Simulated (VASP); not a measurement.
# RbSi8 (Amm2) in VASP: relaxation of cell and atoms with PBE

Aim: the relaxation of cell and atoms of RbSi8 with PBE.

Program: VASP 6.6.1. These are calculated values, not measurements. Logs are shortened: lines on timing, memory, paths and dates and some standing lists are left out, and cuts for length are marked.

## 1. The cell of the first run

Symmetry: Amm2, No. 38, orthorhombic system. The conventional cell has a = 6.384 Å, b = 8.573 Å, c = 5.922 Å, α = 90.00°, β = 90.00°, γ = 90.00°. Within 3.8 Å of Rb (site symmetry mm2) lie 18 Si at 2.85 to 3.77 Å. Within 3.0 Å of Si (site symmetry 1) lie 6 Si at 2.12 to 2.96 Å and 1 Rb at 2.85 Å. Si (site symmetry m) has 4 Si at 2.14 Å within 2.8 Å. Si (site symmetry m) has 3 Si at 2.12 Å within 2.8 Å.

The cell was built from a structure type or drawn by symmetry, and may not be a known phase.

## 2. Relaxation of cell and atoms, PBE

Contents of INCAR:

```
SYSTEM = RbSi8
PREC = Accurate
ENCUT = 600
EDIFF = 1E-6
ISMEAR = 0
SIGMA = 0.1
LREAL = .False.
LASPH = .True.
NELM = 60
ALGO = Normal
ISIF = 3
LWAVE = .False.
LCHARG = .False.
GGA = PE
IBRION = 2
NSW = 90
EDIFFG = -0.04
```

Contents of KPOINTS:

```
Automatic mesh
0
Gamma
  4 4 4
  0 0 0
```

Contents of POSCAR:

```
RbSi8
1.0
    6.3842989300      0.0000000000      0.0000000000
    0.0000000000      4.2866740100      2.9609932600
    0.0000000000     -4.2866740100      2.9609932600
Rb Si
1 8
Direct
    0.5000000000      0.8333000000      0.8333000000
    0.2189772600      0.5102386100      0.0168337300
    0.7810227400      0.0168337300      0.5102386100
    0.2189772600      0.0168337300      0.5102386100
    0.7810227400      0.5102386100      0.0168337300
    0.0000000000      0.8382801300      0.1856857600
    0.0000000000      0.1856857600      0.8382801300
    0.5000000000      0.2063646400      0.4541022300
    0.5000000000      0.4541022300      0.2063646400
```

Potentials or basis: VASP PAW PBE potentials, release 64 (Rb_sv, Si).

Started as:

```bash
$ cat potpaw_PBE.64/Rb_sv/POTCAR potpaw_PBE.64/Si/POTCAR > POTCAR
$ mpirun -np 1 vasp_std > vasp.out
```

OUTCAR:

```text
SYSTEM = RbSi8
   PREC = Accurate
   ENCUT = 600
   EDIFF = 1E-6
   ISMEAR = 0
   LREAL = .False.
   LASPH = .True.
   NELM = 60
   ISIF = 3
   GGA = PE
   IBRION = 2
   NSW = 90
   EDIFFG = -0.04

 ion  position               nearest neighbor table
   1  0.500  0.833  0.833-   2 2.85   3 2.85   4 2.85   5 2.85   9 3.13   8 3.13   9 3.16   8 3.16
                             8 3.22   9 3.22   6 3.68   7 3.68   6 3.68   7 3.68   2 3.77   3 3.77
   2  0.219  0.510  0.017-   9 2.12   7 2.14   6 2.14   5 2.80   1 2.85   4 2.96   4 2.96   1 3.77
                             1 4.37
   3  0.781  0.017  0.510-   8 2.12   6 2.14   7 2.14   4 2.80   1 2.85   5 2.96   5 2.96   1 3.77
                             1 4.37
   4  0.219  0.017  0.510-   8 2.12   6 2.14   7 2.14   3 2.80   1 2.85   2 2.96   2 2.96   1 3.77
                             1 4.37
   5  0.781  0.510  0.017-   9 2.12   7 2.14   6 2.14   2 2.80   1 2.85   3 2.96   3 2.96   1 3.77
                             1 4.37
   6  0.000  0.838  0.186-   3 2.14   4 2.14   2 2.14   5 2.14   7 2.98   1 3.68   1 3.68
   7  0.000  0.186  0.838-   2 2.14   5 2.14   4 2.14   3 2.14   6 2.98   1 3.68   1 3.68
   8  0.500  0.206  0.454-   3 2.12   4 2.12   9 2.12   1 3.13   1 3.16   1 3.22
   9  0.500  0.454  0.206-   2 2.12   5 2.12   8 2.12   1 3.13   1 3.16   1 3.22

  LATTYP: Found a base centered orthorhombic cell.
 ALAT       =     5.9219865200
 B/A-ratio  =     1.4477148827
 C/A-ratio  =     1.0780671162

  Lattice vectors:

 A1 = (   0.0000000000,   4.2866740100,   2.9609932600)
 A2 = (   0.0000000000,  -4.2866740100,   2.9609932600)
 A3 = (   6.3842989300,   0.0000000000,   0.0000000000)

Analysis of symmetry for initial positions (statically):
=====================================================================
 Subroutine PRICEL returns:
 Original cell was already a primitive cell.

 Routine SETGRP: Setting up the symmetry group for a
 base centered orthorhombic supercell.

 Subroutine GETGRP returns: Found  4 space group operations
 (whereof  4 operations were pure point group operations)
 out of a pool of  8 trial point group operations.

The static configuration has the point symmetry C_2v.

Analysis of symmetry for dynamics (positions and initial velocities):
=====================================================================
 Subroutine PRICEL returns:
 Original cell was already a primitive cell.

 Routine SETGRP: Setting up the symmetry group for a
 base centered orthorhombic supercell.

 Subroutine GETGRP returns: Found  4 space group operations
 (whereof  4 operations were pure point group operations)
 out of a pool of  8 trial point group operations.

The dynamic configuration has the point symmetry C_2v.

 Subroutine INISYM returns: Found  4 space group operations
 (whereof  4 operations are pure point group operations),
 and found     1 'primitive' translations

----------------------------------------------------------------------------------------

                                     Primitive cell

  volume of cell :     162.0694

  direct lattice vectors                    reciprocal lattice vectors
     6.384298930  0.000000000  0.000000000     0.156634270  0.000000000  0.000000000
     0.000000000  4.286674010  2.960993260     0.000000000  0.116640547  0.168862255
     0.000000000 -4.286674010  2.960993260     0.000000000 -0.116640547  0.168862255

  length of vectors
     6.384298930  5.209899726  5.209899726     0.156634270  0.205230306  0.205230306

  position of ions in fractional coordinates (direct lattice)
     0.500000000  0.833300000  0.833300000
     0.218977260  0.510238610  0.016833730
     0.781022740  0.016833730  0.510238610
     0.218977260  0.016833730  0.510238610
     0.781022740  0.510238610  0.016833730
     0.000000000  0.838280130  0.185685760
     0.000000000  0.185685760  0.838280130
     0.500000000  0.206364640  0.454102230
     0.500000000  0.454102230  0.206364640

  ion indices of the primitive-cell ions
   primitive index   ion index
                 1           1
                 2           2
                 3           3
                 4           4
                 5           5
                 6           6
                 7           7
                 8           8
                 9           9

----------------------------------------------------------------------------------------

 KPOINTS: Automatic mesh

Automatic generation of k-mesh.
 Grid dimensions read from file:
 generate k-points for:    4    4    4

 Generating k-lattice:

  Cartesian coordinates                     Fractional coordinates (reciprocal lattice)
     0.039158567  0.000000000  0.000000000     0.250000000  0.000000000  0.000000000
     0.000000000  0.029160137  0.042215564     0.000000000  0.250000000 -0.000000000
     0.000000000 -0.029160137  0.042215564     0.000000000 -0.000000000  0.250000000

  Length of vectors
     0.039158567  0.051307576  0.051307576

  Shift w.r.t. Gamma in fractional coordinates (k-lattice)
     0.000000000  0.000000000  0.000000000

 Subroutine IBZKPT returns following result:
 ===========================================

 Found     21 irreducible k-points:

 Following reciprocal coordinates:
            Coordinates               Weight
  0.000000  0.000000  0.000000      1.000000
  0.250000  0.000000  0.000000      2.000000
  0.500000  0.000000  0.000000      1.000000
  0.000000  0.250000  0.000000      4.000000
  0.250000  0.250000  0.000000      8.000000
  0.500000  0.250000  0.000000      4.000000
[... 13 lines left out ...]
  0.250000  0.500000  0.500000      2.000000
  0.500000  0.500000  0.500000      1.000000
   k-points           NKPTS =     21   k-points in BZ     NKDIM =     21   number of bands    NBANDS=     25
   number of dos      NEDOS =    301   number of ions     NIONS =      9
   total plane-waves  NPLWV =  95256
   dimension x,y,z NGX =    54 NGY =   42 NGZ =   42
   dimension x,y,z NGXF=   108 NGYF=   84 NGZF=   84
   ions per type =               1   8
   NGX,Y,Z   is equivalent  to a cutoff of  14.06, 13.40, 13.40 a.u.
   NGXF,Y,Z  is equivalent  to a cutoff of  28.12, 26.80, 26.80 a.u.
 SYSTEM =  RbSi8
   PREC   = accura    normal or accurate (medium, high low for compatibility)
   ISTART =      0    job   : 0-new  1-cont  2-samecut
   ICHARG =      2    charge: 1-file 2-atom 10-const
   ISPIN  =      1    spin polarized calculation?
   LNONCOLLINEAR =      F non collinear calculations
   LSORBIT =      F    spin-orbit coupling
   LASPH  =      T    aspherical Exc in radial PAW
   ENCUT  =  600.0 eV  44.10 Ry    6.64 a.u.  12.75 10.41 10.41*2*pi/ulx,y,z
   NELM   =     60;   NELMIN=  2; NELMDL= -5     # of ELM steps
   EDIFF  = 0.1E-05   stopping-criterion for ELM
   LREAL  =      F    real-space projection
   EDIFFG = -.4E-01   stopping-criterion for IOM
   NSW    =     90    number of steps for IOM
   IBRION =      2    ionic relax: 0-MD 1-quasi-New 2-CG
   NFREE  =      1    steps in history (QN), initial steepest desc. (CG)
   ISIF   =      3    stress and relaxation
   ISYM   =      2    0-nonsym 1-usesym 2-fastsym
   POTIM  = 0.5000    time-step for ionic-motion
   TEBEG  =    0.0;   TEEND  =   0.0 temperature during run
   PSTRESS=    0.0 pullay stress
   NELECT =      41.0000    total number of electrons
   NUPDOWN=      -1.0000    fix difference up-down
   EMIN   =  10.00;   EMAX   =-10.00  energy-range for DOS
   EFERMI =   0.00;   METHOD = LEGACY
   ISMEAR =     0;   SIGMA  =   0.10  broadening in eV -4-tet -1-fermi 0-gaus
   EFERMI_NEDOS =   21; number of points for ismear=-14 and -15
   IALGO  =     38    algorithm
   IMIX   =      4    mixing-type and parameters
     AMIX     =   0.40;   BMIX     =  1.00
     AMIX_MAG =   1.60;   BMIX_MAG =  1.00
  volume/ion in A,a.u.               =      18.01       121.52
  Fermi-wavevector in a.u.,A,eV,Ry     =   1.035386  1.956596 14.585783  1.072025
  Thomas-Fermi vector in A             =   2.169727
   LORBIT       =      0    0 simple, 1 ext, 2 COOP (PROOUT), +10 PAW based schemes
   GGA     = PE    functional components
   LHFCALC =     F    Hartree Fock is set to
   AEXX    =    0.0000 exact exchange contribution
   IVDW    =     0    specifies the selected vdW correction
   LEPSILON=     F    determine dielectric tensor
   LRPA    =     F    only Hartree local field effects (RPA)
 conjugate gradient relaxation of ions
 non-spin polarized calculation
 Gauss-broadening in eV      SIGMA  =   0.10
  energy-cutoff  :      600.00
  volume of cell :      162.07
 maximum number of plane-waves:      5451
 NGX is ok and might be reduce to    54
   NGX = 25   NGY = 21   NGZ = 21

--------------------------------------- Ionic step        1  -------------------------------------------

 number of electron      41.0000001 magnetization

 Free energy of the ion-electron system (eV)
  ---------------------------------------------------
  ext. energy  EPLUGINS =         0.00000000
  ---------------------------------------------------
  free energy    TOTEN  =       -33.50456013 eV

  energy without entropy =      -33.48409047  energy(sigma->0) =      -33.49432530

------------------------ aborting loop because EDIFF is reached ----------------------------------------

  FORCE on cell =-STRESS in cart. coord.  units (eV):
  Direction    XX          YY          ZZ          XY          YZ          ZX
  --------------------------------------------------------------------------------------
  -------------------------------------------------------------------------------------
  Total       43.2738351     24.8686239     33.7503083      0.0000000      0.0000000      0.0000000
  in kB      427.7941900    245.8449268    333.6470125      0.0000000      0.0000000      0.0000000
  external PRESSURE =     335.7620431 kB  Pullay stress =       0.0000000 kB
[... 30 lines left out ...]
--------------------------------------- Ionic step        2  -------------------------------------------

 number of electron      41.0000000 magnetization

 E-fermi :   2.6793     XC(G=0):  -8.0616

 val. band max:        2.6606912395   @ k =   0.2500   0.5000   0.5000
 cond. band min:       2.6917442153   @ k =   0.2500   0.5000   0.5000
 fundamental gap:      0.0310529759
 Fermi energy:         2.6793467597

 k-point     1 :       0.0000    0.0000    0.0000
  band No.  band energies     occupation
      1     -24.1375      2.00000
      2      -8.4432      2.00000
      3      -8.3882      2.00000
      4      -8.2835      2.00000
      5      -7.4744      2.00000
      6      -5.8068      2.00000
[... 656 lines left out ...]
  FREE ENERGIE OF THE ION-ELECTRON SYSTEM (eV)
  ---------------------------------------------------
  free  energy   TOTEN  =       -38.7158785335 eV

  energy  without entropy=      -38.6894831415  energy(sigma->0) =      -38.70268084

[... ionic steps 4 to 29 ...]

--------------------------------------- Ionic step       30  -------------------------------------------

 number of electron      41.0000003 magnetization

------------------------ aborting loop because EDIFF is reached ----------------------------------------
[... 81 lines left out ...]
--------------------------------------- Ionic step       32  -------------------------------------------

 number of electron      41.0000004 magnetization

 Free energy of the ion-electron system (eV)
  ---------------------------------------------------
  ext. energy  EPLUGINS =         0.00000000
  ---------------------------------------------------
  free energy    TOTEN  =       -41.52349640 eV

  energy without entropy =      -41.50915430  energy(sigma->0) =      -41.51632535

 E-fermi :   5.7169     XC(G=0):  -9.3957

 val. band max:        5.7000986364   @ k =   0.5000   0.5000   0.2500
 cond. band min:       5.7409134527   @ k =   0.0000  -0.2500   0.2500
 fundamental gap:      0.0408148163
 Fermi energy:         5.7169192474

 k-point     1 :       0.0000    0.0000    0.0000
  band No.  band energies     occupation
      1     -21.3760      2.00000
      2      -6.4478      2.00000
      3      -5.9302      2.00000
      4      -5.9163      2.00000
      5      -5.7400      2.00000
      6      -3.8007      2.00000
[... 613 lines left out ...]
  FREE ENERGIE OF THE ION-ELECTRON SYSTEM (eV)
  ---------------------------------------------------
  free  energy   TOTEN  =       -41.5234964048 eV

  energy  without entropy=      -41.5091543038  energy(sigma->0) =      -41.51632535

 reached required accuracy - stopping structural energy minimisation
```

Wall time 54 min (1 thread of Intel Xeon 8259CL, shared host); peak memory 0.37 GiB.

What came out:

| Item | Value |
| --- | --- |
| Free energy | -41.5235 eV |
| Relaxed volume | 20.99 Å³/atom |
| Relaxed cell | a = 6.394 Å, b = 5.622 Å, c = 5.622 Å, α = 110.82°, β = 90.00°, γ = 90.00° |
| Space group after relaxing (to 0.1 Å) | Cmmm (No. 65) |
| Energy gained by relaxing | 891.0 meV/atom |
| Ionic steps | 32 |
| Pressure after relaxing | 0.0 GPa |
| Largest force after relaxing | 0.023 eV/Å |
| Band gap on the k mesh | zero (an odd number of electrons rules out a gap without spin polarisation) |

Forces on the atoms (eV/Å):
```
Rb   0.000  0.000  0.013
Si  -0.005  0.010  0.014
Si   0.005 -0.010  0.014
Si  -0.005 -0.010  0.014
Si   0.005  0.010  0.014
Si   0.000  0.003 -0.012
Si   0.000 -0.003 -0.012
Si   0.000 -0.005 -0.023
Si   0.000  0.005 -0.023
```

The path:
| step | energy change (eV) | largest force (eV/Å) | pressure (GPa) | volume (Å³) |
| --- | --- | --- | --- | --- |
| 1 | 0.0000 | 4.5390 | 33.58 | 162.07 |
| 2 | -3.7265 | 0.7430 | -7.28 | 267.22 |
| 3 | -5.2113 | 1.2889 | -0.65 | 217.69 |
| 4 | -5.2104 | 1.3250 | -0.36 | 216.47 |
| 5 | -5.5056 | 1.3502 | -0.69 | 216.02 |
| 6 | -5.9597 | 1.3610 | -0.98 | 214.38 |
| 7 | -6.1382 | 1.0044 | -0.89 | 210.85 |
| 8 | -6.1579 | 1.1117 | -0.74 | 209.32 |
| 9 | -6.3067 | 0.7281 | -0.29 | 205.99 |
| 10 | -6.3741 | 0.8707 | 0.61 | 201.68 |
| 11 | -6.5059 | 0.8022 | 0.38 | 201.14 |
| 12 | -6.7746 | 0.8716 | 0.10 | 199.46 |
| 13 | -6.8628 | 2.0204 | 1.28 | 195.85 |
| 14 | -6.8911 | 1.5414 | 0.64 | 197.21 |
| 15 | -6.9870 | 1.4795 | 0.40 | 197.25 |
| 16 | -7.2344 | 1.3166 | -0.24 | 197.34 |
| 17 | -7.4029 | 1.0827 | -0.57 | 197.48 |
| 18 | -7.4162 | 1.1329 | -0.66 | 197.45 |
| 19 | -7.5099 | 0.9829 | -0.71 | 196.62 |
| 20 | -7.7340 | 0.5156 | -0.69 | 194.10 |
| 21 | -7.8426 | 0.6348 | 0.37 | 189.02 |
| 22 | -7.8723 | 0.3897 | -0.24 | 190.99 |
| 23 | -7.8749 | 0.4082 | -0.14 | 190.60 |
| 24 | -7.9423 | 0.3272 | -0.09 | 189.64 |
| 25 | -7.9577 | 0.4262 | 0.00 | 188.93 |
| 26 | -7.9849 | 0.2069 | 0.01 | 188.86 |
| 27 | -7.9986 | 0.2642 | 0.08 | 188.76 |
| 28 | -8.0088 | 0.2309 | -0.08 | 189.04 |
| 29 | -8.0131 | 0.1920 | -0.25 | 189.36 |
| 30 | -8.0177 | 0.0950 | 0.15 | 188.28 |
| 31 | -8.0178 | 0.0795 | 0.22 | 188.11 |
| 32 | -8.0189 | 0.0232 | -0.05 | 188.89 |

Final structure:
```yaml
crystal:
  lattice:
    - [6.39440, 0.00000, 0.00000]
    - [0.00000, 4.62796, 3.19139]
    - [0.00000, -4.62796, 3.19139]
  atoms:
    - { symbol: Rb, position: [0.50000, 0.95184, 0.95184] }
    - { symbol: Si, position: [0.24048, 0.45188, 0.95275] }
    - { symbol: Si, position: [0.75952, 0.95275, 0.45188] }
    - { symbol: Si, position: [0.24048, 0.95275, 0.45188] }
    - { symbol: Si, position: [0.75952, 0.45188, 0.95275] }
    - { symbol: Si, position: [0.00000, 0.81995, 0.08442] }
    - { symbol: Si, position: [0.00000, 0.08442, 0.81995] }
    - { symbol: Si, position: [0.50000, 0.32030, 0.58612] }
    - { symbol: Si, position: [0.50000, 0.58612, 0.32030] }
```

Levels at points of the mesh, in eV from the Fermi level:
| k point | band 16 | band 17 | band 18 | band 19 | band 20 | band 21 | band 22 | band 23 | band 24 | band 25 |
| --- | --- | --- | --- | --- | --- | --- | --- | --- | --- | --- |
| (0.00, 0.00, 0.00) | -3.40 | -2.15 | -1.65 | -1.58 | -0.70 | -0.66 | 0.85 | 1.58 | 1.89 | 2.51 |
| (0.50, 0.00, 0.00) | -3.28 | -3.27 | -2.40 | -1.02 | -0.76 | 0.77 | 0.86 | 0.95 | 1.27 | 1.71 |
| (0.00, 0.50, 0.00) | -2.54 | -2.25 | -2.14 | -1.10 | -0.96 | 0.65 | 0.93 | 1.32 | 1.44 | 1.85 |
| (0.50, 0.50, 0.00) | -2.95 | -2.41 | -2.12 | -1.75 | -1.69 | -0.97 | -0.82 | 1.23 | 1.65 | 1.70 |
| (0.00, 0.50, 0.50) | -2.33 | -2.23 | -0.46 | -0.45 | -0.43 | 0.59 | 0.92 | 1.15 | 1.94 | 2.55 |
| (0.50, 0.50, 0.50) | -1.97 | -1.61 | -1.51 | -1.41 | -1.06 | 0.54 | 0.79 | 0.99 | 1.57 | 1.91 |

Caveat: the volume moved by over 15 % at a fixed basis, so the end points are rough.
